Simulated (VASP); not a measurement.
A run of VASP 6.6.1:

Contents of INCAR:

```
  PREC = Accurate
  ENCUT = 520
  EDIFF = 1E-6
  ISMEAR = 0
  SIGMA = 0.03
  LREAL = False
  LASPH = True
  NELM = 80
  ALGO = Normal
  ISIF = 2
  LWAVE = False
  LCHARG = True
  LELF = True
  LVHAR = True
  NBANDS = 26
```

Contents of KPOINTS:

```
regular mesh
0
Gamma
  12 12 6
```

The input POSCAR:

```
SiGe
1.0
    3.8694935620      0.0000000000      0.0000000000
   -1.9347467810      3.3510797245      0.0000000000
    0.0000000000      0.0000000000      6.3947485195
Si Ge
2 2
Direct
    0.6666666667      0.3333333333      0.8745031008
    0.3333333333      0.6666666667      0.3745031008
    0.6666666667      0.3333333333      0.4926769834
    0.3333333333      0.6666666667     -0.0073230166
```

Potentials or basis: VASP PAW LDA potentials, release 64 (Si, Ge_d).

The run is started by

```console
$ cat potpaw_LDA.64/Si/POTCAR potpaw_LDA.64/Ge_d/POTCAR > POTCAR
$ mpirun -np 1 vasp_std > vasp.out
```

Hardware: 1 thread of AMD EPYC 7R43 64-Core Processor (Zen 3) (shared host).

Problem. How long does it take, and how much memory?

Solution. Wall time 2.2 min on 1 thread of AMD EPYC 7R43 64-Core Processor (Zen 3), on a shared host, peak memory 0.23 GiB. Counts: scf iterations 12, k points 76.
